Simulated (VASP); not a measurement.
# In (C2/c) in VASP: a series of runs

Runs on In. Level: revPBE. Tasks: single point.

Program: VASP 6.6.1. These are calculated values, not measurements. Logs are shortened: lines on timing, memory, paths and dates and some standing lists are left out, and cuts for length are marked.

### 1 The cell of the first run

It takes space group C2/c (No. 15, monoclinic). The conventional cell has a = 3.355 Å, b = 11.550 Å, c = 3.551 Å, α = 90.00°, β = 116.52°, γ = 90.00°. Within 4.4 Å of In (site symmetry 2) lie 14 In at 3.35 to 4.19 Å.

### 2 Single point, revPBE (volume scaled by 1.08)

INCAR reads:

```
SYSTEM = In
  ALGO = Normal
  EDIFF = 1E-6
  ENCUT = 520
  GGA = RE
  ISIF = 2
  ISMEAR = -1
  LASPH = .TRUE.
  LCHARG = .FALSE.
  LREAL = .FALSE.
  LWAVE = .FALSE.
  NBANDS = 20
  NELM = 80
  PREC = Accurate
  SIGMA = 0.1
```

KPOINTS reads:

```
k-points
0
G
  13 13 11
  0 0 0
```

POSCAR reads:

```
In
1.0
   -4.0978643412      4.0688963727      1.6773687971
    4.0688963727     -4.0978643412      1.6773687971
    2.2616278987      2.2616278987     -1.7304236844
In
2
Direct
    0.9991831451      0.0008168549      1.0000000000
    0.7508168549      0.2491831451      0.5000000000
```

Potentials or basis: VASP PAW PBE potentials, release 64 (In_d).

Command:

```sh
$ cat potpaw_PBE.64/In_d/POTCAR > POTCAR
$ mpirun -np 1 vasp_std > vasp.out
```

OUTCAR:

```text
SYSTEM = In
   EDIFF = 1E-6
   ENCUT = 520
   GGA = RE
   ISIF = 2
   ISMEAR = -1
   LASPH = .TRUE.
   LREAL = .FALSE.
   NELM = 80
   PREC = Accurate

 ion  position               nearest neighbor table
   1  0.999  0.001  0.000-   2 3.40   2 3.40   2 3.41   2 3.41
   2  0.751  0.249  0.500-   1 3.40   1 3.40   1 3.41   1 3.41

  Warning from LATTYP: Got some problem with cell dimensions!
  Tried to take original basis but could not verify dimensions!
  LATTYP: Found a base centered monoclinic cell.
 ALAT       =     3.3549877216
 B/A-ratio  =     3.4424995620
 C/A-ratio  =     1.0583542782
 COS(beta)  =    -0.4465622565

  Lattice vectors:

 A1 = (   4.0978643412,  -4.0688963727,  -1.6773687971)
 A2 = (  -4.0688963727,   4.0978643412,  -1.6773687971)
 A3 = (   2.2326599302,   2.2326599302,   1.6243139098)

Analysis of symmetry for initial positions (statically):
=====================================================================
 Subroutine PRICEL returns:
 Original cell was already a primitive cell.

 Routine SETGRP: Setting up the symmetry group for a
 base centered monoclinic supercell.

 Subroutine GETGRP returns: Found  4 space group operations
 (whereof  2 operations were pure point group operations)
 out of a pool of  4 trial point group operations.

The static configuration has the point symmetry C_2 .
 The point group associated with its full space group is C_2h.

Analysis of symmetry for dynamics (positions and initial velocities):
=====================================================================
 Subroutine PRICEL returns:
 Original cell was already a primitive cell.

 Routine SETGRP: Setting up the symmetry group for a
 base centered monoclinic supercell.

 Subroutine GETGRP returns: Found  4 space group operations
 (whereof  2 operations were pure point group operations)
 out of a pool of  4 trial point group operations.

The dynamic configuration has the point symmetry C_2 .
 The point group associated with its full space group is C_2h.

 Subroutine INISYM returns: Found  4 space group operations
 (whereof  2 operations are pure point group operations),
 and found     1 'primitive' translations

----------------------------------------------------------------------------------------

                                     Primitive cell

  volume of cell :      61.5532

  direct lattice vectors                    reciprocal lattice vectors
    -4.097864341  4.068896373  1.677368797     0.053570842  0.176018412  0.300068398
     4.068896373 -4.097864341  1.677368797     0.176018412  0.053570842  0.300068398
     2.261627899  2.261627899 -1.730423684     0.222550035  0.222550035  0.003843414

  length of vectors
     6.013482845  6.013482845  3.636521364     0.351984886  0.351984886  0.314756744

  position of ions in fractional coordinates (direct lattice)
     0.999183145  0.000816855  1.000000000
     0.750816855  0.249183145  0.500000000

  ion indices of the primitive-cell ions
   primitive index   ion index
                 1           1
                 2           2

----------------------------------------------------------------------------------------

 KPOINTS: k-points

Automatic generation of k-mesh.
 Grid dimensions read from file:
 generate k-points for:   13   13   11

 Generating k-lattice:

  Cartesian coordinates                     Fractional coordinates (reciprocal lattice)
     0.004120834  0.013539878  0.023082184     0.076923077  0.000000000 -0.000000000
     0.013539878  0.004120834  0.023082184     0.000000000  0.076923077 -0.000000000
     0.020231821  0.020231821  0.000349401     0.000000000  0.000000000  0.090909091

  Length of vectors
     0.027075760  0.027075760  0.028614249

  Shift w.r.t. Gamma in fractional coordinates (k-lattice)
     0.000000000  0.000000000  0.000000000

 Subroutine IBZKPT returns following result:
 ===========================================

 Found    504 irreducible k-points:

 Following reciprocal coordinates:
            Coordinates               Weight
  0.000000  0.000000  0.000000      1.000000
  0.076923  0.000000 -0.000000      4.000000
  0.153846  0.000000  0.000000      4.000000
  0.230769  0.000000 -0.000000      4.000000
  0.307692  0.000000  0.000000      4.000000
  0.384615  0.000000  0.000000      4.000000
[... 16 lines left out ...]
  0.384615  0.153846  0.000000      4.000000
  0.461538  0.153846  0.000000      4.000000
 [... further k-points ...]
   k-points           NKPTS =    504   k-points in BZ     NKDIM =    504   number of bands    NBANDS=     20
   number of dos      NEDOS =    301   number of ions     NIONS =      2
   total plane-waves  NPLWV =  64512
   dimension x,y,z NGX =    48 NGY =   48 NGZ =   28
   dimension x,y,z NGXF=    96 NGYF=   96 NGZF=   56
   ions per type =               2
   NGX,Y,Z   is equivalent  to a cutoff of  13.27, 13.27, 12.80 a.u.
   NGXF,Y,Z  is equivalent  to a cutoff of  26.54, 26.54, 25.60 a.u.
 SYSTEM =  In
[... 77 lines left out ...]
  band No.  band energies     occupation
      1      -8.7116      2.00000
      2      -8.6845      2.00000
      3      -8.6535      2.00000
      4      -8.6210      2.00000
      5      -8.6053      2.00000
      6      -8.5740      2.00000
[... 12 lines left out ...]
     19      15.8060      0.00000
     20      16.4102      0.00000

 k-point     3 :       0.1538    0.0000    0.0000
  band No.  band energies     occupation
      1      -8.6808      2.00000
      2      -8.6695      2.00000
      3      -8.6406      2.00000
      4      -8.6058      2.00000
      5      -8.5873      2.00000
      6      -8.5802      2.00000
[... 12 lines left out ...]
     19      15.3747      0.00000
     20      16.0283      0.00000

 k-point     4 :       0.2308    0.0000   -0.0000
  band No.  band energies     occupation
      1      -8.6790      2.00000
      2      -8.6527      2.00000
      3      -8.6333      2.00000
      4      -8.6124      2.00000
      5      -8.5764      2.00000
      6      -8.5544      2.00000
[... 12 lines left out ...]
     19      14.9949      0.00000
     20      15.4997      0.00000

 k-point     5 :       0.3077    0.0000    0.0000
  band No.  band energies     occupation
      1      -8.6997      2.00000
      2      -8.6582      2.00000
      3      -8.6414      2.00000
      4      -8.6311      2.00000
      5      -8.5844      2.00000
      6      -8.5304      2.00000
[... 12 lines left out ...]
     19      14.4818      0.00000
     20      15.2655      0.00000

 k-point     6 :       0.3846    0.0000    0.0000
  band No.  band energies     occupation
      1      -8.7203      2.00000
      2      -8.6779      2.00000
      3      -8.6630      2.00000
      4      -8.6402      2.00000
      5      -8.5960      2.00000
      6      -8.5105      2.00000
[... 12 lines left out ...]
     19      13.6477      0.00000
     20      14.5910      0.00000

 k-point     7 :       0.4615    0.0000   -0.0000
  band No.  band energies     occupation
      1      -8.7324      2.00000
      2      -8.6889      2.00000
      3      -8.6822      2.00000
      4      -8.6411      2.00000
      5      -8.6042      2.00000
      6      -8.4930      2.00000
[... 12 lines left out ...]
     19      12.9444      0.00000
     20      14.2921      0.00000
[... 277 lines left out ...]
 k-point    20 :       0.1538    0.1538    0.0000
  band No.  band energies     occupation
      1      -8.6999      2.00000
      2      -8.6554      2.00000
      3      -8.6366      2.00000
      4      -8.6283      2.00000
      5      -8.5757      2.00000
      6      -8.5563      2.00000
[... 12 lines left out ...]
     19      15.1278      0.00000
     20      15.1934      0.00000

 k-point    21 :       0.2308    0.1538    0.0000
  band No.  band energies     occupation
      1      -8.7211      2.00000
      2      -8.6810      2.00000
      3      -8.6580      2.00000
      4      -8.6269      2.00000
      5      -8.5912      2.00000
      6      -8.5426      2.00000
[... 12 lines left out ...]
     19      14.4729      0.00000
     20      15.0235      0.00000

 k-point    22 :       0.3077    0.1538    0.0000
  band No.  band energies     occupation
      1      -8.7341      2.00000
      2      -8.6995      2.00000
      3      -8.6730      2.00000
      4      -8.6240      2.00000
      5      -8.6031      2.00000
      6      -8.5282      2.00000
[... 12 lines left out ...]
     19      13.3768      0.00000
     20      14.8114      0.00000

 k-point    23 :       0.3846    0.1538    0.0000
  band No.  band energies     occupation
      1      -8.7346      2.00000
      2      -8.7037      2.00000
      3      -8.6761      2.00000
      4      -8.6201      2.00000
      5      -8.6065      2.00000
      6      -8.5171      2.00000
[... 12 lines left out ...]
     19      12.7889      0.00000
     20      14.4190      0.00000

 k-point    24 :       0.4615    0.1538    0.0000
  band No.  band energies     occupation
      1      -8.7223      2.00000
      2      -8.6942      2.00000
      3      -8.6658      2.00000
      4      -8.6147      2.00000
      5      -8.6021      2.00000
      6      -8.5121      2.00000
[... 12 lines left out ...]
     19      13.1020      0.00000
     20      14.0611      0.00000

 [... further k-points ...]
[... 5 lines left out ...]
  --------------------------------------------------------------------------------------
  -------------------------------------------------------------------------------------
  Total       -0.7885927     -0.7885927     -0.6763513     -0.0745754      0.0224998      0.0224998
  in kB      -20.5263927    -20.5263927    -17.6048435     -1.9411330      0.5856517      0.5856508
  external PRESSURE =     -19.5525429 kB  Pullay stress =       0.0000000 kB

 VOLUME and BASIS-vectors are now :
 -----------------------------------------------------------------------------
  energy-cutoff  :      520.00
  volume of cell :       61.55
      direct lattice vectors                 reciprocal lattice vectors
    -4.097864341  4.068896373  1.677368797     0.053570842  0.176018412  0.300068398
     4.068896373 -4.097864341  1.677368797     0.176018412  0.053570842  0.300068398
     2.261627899  2.261627899 -1.730423684     0.222550035  0.222550035  0.003843414

 POSITION                                       TOTAL-FORCE (eV/Angst)
 -----------------------------------------------------------------------------------
     -4.09119      4.06223      1.67737        -0.007437      0.007437     -0.000000
     -0.93203      3.16469      0.81216         0.007437     -0.007437      0.000000
 -----------------------------------------------------------------------------------
    total drift:                                0.000000      0.000000      0.000000

  FREE ENERGIE OF THE ION-ELECTRON SYSTEM (eV)
  ---------------------------------------------------
  free  energy   TOTEN  =        -4.4939213560 eV

  energy  without entropy=       -4.4565632404  energy(sigma->0) =       -4.47524230
```

It took 6.7 min on 1 thread of Intel Xeon 6975P-C (Granite Rapids), shared host; peak memory 0.6 GiB.

Results:

- Free energy: -4.4939 eV
- Pressure: -2.0 GPa
- Largest force: 0.011 eV/Å
- Band gap on the k mesh: zero (band 13 reaches 9.18 eV, above the bottom of band 14 at 3.47 eV)

Forces in eV/Å, atoms in the order of the input:
```
In  -0.007  0.007  0.000
In   0.007 -0.007  0.000
```

Levels at points of the mesh, in eV from the Fermi level:
| k point | band 9 | band 10 | band 11 | band 12 | band 13 | band 14 | band 15 | band 16 | band 17 | band 18 |
| --- | --- | --- | --- | --- | --- | --- | --- | --- | --- | --- |
| (0.00, 0.00, 0.00) | -14.38 | -14.32 | -8.48 | -4.27 | -2.72 | 6.16 | 8.99 | 9.01 | 9.06 | 9.49 |

Caveat: the cell differs from its parent crystal (volume scaled by 1.08); the PAW data sets were made with another functional, which shifts forces and pressure a little; spin-orbit coupling is left out, which moves the levels of the heavy elements.

### 3 Single point, revPBE (volume scaled by 0.96)

INCAR reads:

```
  ALGO = Normal
  EDIFF = 1E-6
  ENCUT = 520
  GGA = RE
  ISIF = 2
  ISMEAR = -1
  LASPH = True
  LCHARG = True
  LELF = True
  LREAL = False
  LVHAR = True
  LWAVE = False
  NBANDS = 20
  NELM = 80
  PREC = Accurate
  SIGMA = 0.1
```

KPOINTS reads:

```
k-points
0
Gamma
  13 13 11
```

POSCAR reads:

```
In
1.0
   -3.9400953902      3.9122426968      1.6127896179
    3.9122426968     -3.9400953902      1.6127896179
    2.1745545768      2.1745545768     -1.6638018769
In
2
Direct
    0.9991831451      0.0008168549      1.0000000000
    0.7508168549      0.2491831451      0.5000000000
```

Potentials or basis: VASP PAW PBE potentials, release 64 (In_d).

Command:

```sh
$ cat potpaw_PBE.64/In_d/POTCAR > POTCAR
$ mpirun -np 1 vasp_std > vasp.out
```

Run time: 21 min. Hardware: 1 thread of Oxide Virtual Turin-like, shared host; peak memory 0.54 GiB.

Results (log left out):

```yaml
Free_energy: -4.5112 eV
Pressure: 1.4 GPa
Largest_force: 0.023 eV/Å
Band_gap_on_the_k_mesh: zero (band 13 reaches 10.73 eV, above the bottom of band 14 at 4.24 eV)
```

Forces in eV/Å, atoms in the order of the input:
```
In  -0.016  0.016  0.000
In   0.016 -0.016  0.000
```

Stress tensor (GPa, compression positive):
```
 1.29 -0.30  0.12
-0.30  1.29  0.12
 0.12  0.12  1.65
```

Levels at points of the mesh, in eV from the Fermi level:
```tsv
k point	band 11	band 12	band 13	band 14	band 15	band 16
(0.00, 0.00, 0.00)	-9.21	-4.33	-3.19	6.74	10.01	10.01
```

Caveat: the cell differs from its parent crystal (volume scaled by 0.96); the PAW data sets were made with another functional, which shifts forces and pressure a little; spin-orbit coupling is left out, which moves the levels of the heavy elements.

### 4 Single point, revPBE

This run uses another cell than the first one, of 28.50 Å³/atom, 0.926 times its volume.

INCAR reads:

```
SYSTEM = In
  PREC = Accurate
  ENCUT = 520
  EDIFF = 1E-7
  ISMEAR = -1
  SIGMA = 0.1
  LREAL = .FALSE.
  LASPH = .TRUE.
  NELM = 80
  ALGO = Normal
  ISIF = 2
  LWAVE = .FALSE.
  LCHARG = .FALSE.
  GGA = RE
  NBANDS = 20
  ISYM = 0
```

KPOINTS reads:

```
Automatic mesh
0
G
  11 11 8
  0 0 0
```

POSCAR reads:

```
In
1.0
   -3.9940760075      3.9658417229      1.6348853721
    3.9658417229     -3.9940760075      1.6348853721
    2.2043466977      2.2043466977     -1.6865965159
In
2
Direct
    0.9991831451      0.0008168549      1.0000000000
    0.7508168549      0.2491831451      0.5000000000
```

Command:

```sh
$ cat potpaw_PBE.64/In_d/POTCAR > POTCAR
$ mpirun -np 1 vasp_std > vasp.out
```

Run time: 19 min. Hardware: 1 thread of Oxide Virtual Turin-like, shared host; peak memory 0.54 GiB.

It converged, with:

```
Free energy            : -4.5243 eV
Pressure               : 0.0 GPa
Band gap on the k mesh : zero (band 13 reaches 9.96 eV, above the bottom of band 14 at 3.92 eV)
```

Levels at points of the mesh, in eV from the Fermi level:
```tsv
k point	band 10	band 11	band 12	band 13	band 14	band 15	band 16	band 17
(0.00, 0.00, 0.00)	-14.32	-8.96	-4.32	-3.04	6.52	9.64	9.65	9.70
(0.00, 0.00, 0.50)	-14.33	-4.74	-4.74	-0.06	-0.06	1.43	1.43	6.44
```

Caveat: the PAW data sets were made with another functional, which shifts forces and pressure a little; spin-orbit coupling is left out, which moves the levels of the heavy elements.

### 5 Single point, revPBE

This run uses another cell than the first one, of 28.50 Å³/atom, 0.926 times its volume.

INCAR reads:

```
ALGO     = Normal         # electronic algorithm
EDIFF    = 1E-7           # SCF threshold, eV
ENCUT    = 520            # plane-wave cutoff, eV
GGA      = RE             # functional
ISIF     = 2              # what is computed and relaxed
ISMEAR   = -1             # smearing method
LASPH    = True           # aspherical terms in the spheres
LCHARG   = True           # write CHGCAR
LELF     = True           # ELF
LREAL    = False          # projectors in reciprocal space
LVHAR    = True         
LWAVE    = False          # write WAVECAR
NBANDS   = 20             # bands
NELM     = 100            # most SCF steps
PREC     = Accurate       # precision mode
SIGMA    = 0.1            # smearing width, eV
```

KPOINTS reads:

```
k-points
0
Gamma
  13 13 11
```

POSCAR is that of step 4.

Command:

```sh
$ cat potpaw_PBE.64/In_d/POTCAR > POTCAR
$ mpirun -np 1 vasp_std > vasp.out
```

It took 17 min on 1 thread of Oxide Virtual Turin-like, shared host; peak memory 0.54 GiB.

It converged, with:

| Quantity | Value |
| --- | --- |
| Free energy | -4.5219 eV |
| Pressure | 0.0 GPa |
| Largest force | 0.019 eV/Å |
| Band gap on the k mesh | zero (band 13 reaches 10.17 eV, above the bottom of band 14 at 3.96 eV) |

Forces on the atoms (eV/Å):
```
In  -0.013  0.013  0.000
In   0.013 -0.013  0.000
```

Stress tensor (GPa, compression positive):
```
-0.10 -0.26  0.10
-0.26 -0.10  0.10
 0.10  0.10  0.24
```

Levels at points of the mesh, in eV from the Fermi level:
```csv
k point,band 10,band 11,band 12,band 13,band 14,band 15,band 16,band 17
"(0.00, 0.00, 0.00)",-14.31,-8.94,-4.31,-3.02,6.54,9.65,9.66,9.72
```

Caveat: the PAW data sets were made with another functional, which shifts forces and pressure a little; spin-orbit coupling is left out, which moves the levels of the heavy elements.

### 6 Overview

```csv
cell,k mesh,gap on the mesh (eV),pressure (GPa),largest force (eV/Å)
"a = 6.013, b = 6.013, c = 3.637 Å, angles 97.8, 97.8, 147.6°, 2 atoms",13 × 13 × 11,none,-2.0,0.01
"a = 5.782, b = 5.782, c = 3.497 Å, angles 97.8, 97.8, 147.6°, 2 atoms",13 × 13 × 11,none,1.4,0.02
"a = 5.861, b = 5.861, c = 3.544 Å, angles 97.8, 97.8, 147.6°, 2 atoms",11 × 11 × 8,none,0.0,-
"a = 5.861, b = 5.861, c = 3.544 Å, angles 97.8, 97.8, 147.6°, 2 atoms",13 × 13 × 11,none,0.0,0.02
```

Alike in all rows: task single point; level revPBE; potentials or basis VASP PAW PBE potentials, release 64 (In_d); no spin polarisation; cutoff (eV) 520; smearing fermi-dirac 0.1 eV.

Caveats: the PAW data sets were made with another functional, which shifts forces and pressure a little; spin-orbit coupling is left out, which moves the levels of the heavy elements.

Absolute energies hang on the potentials; compare differences alone.
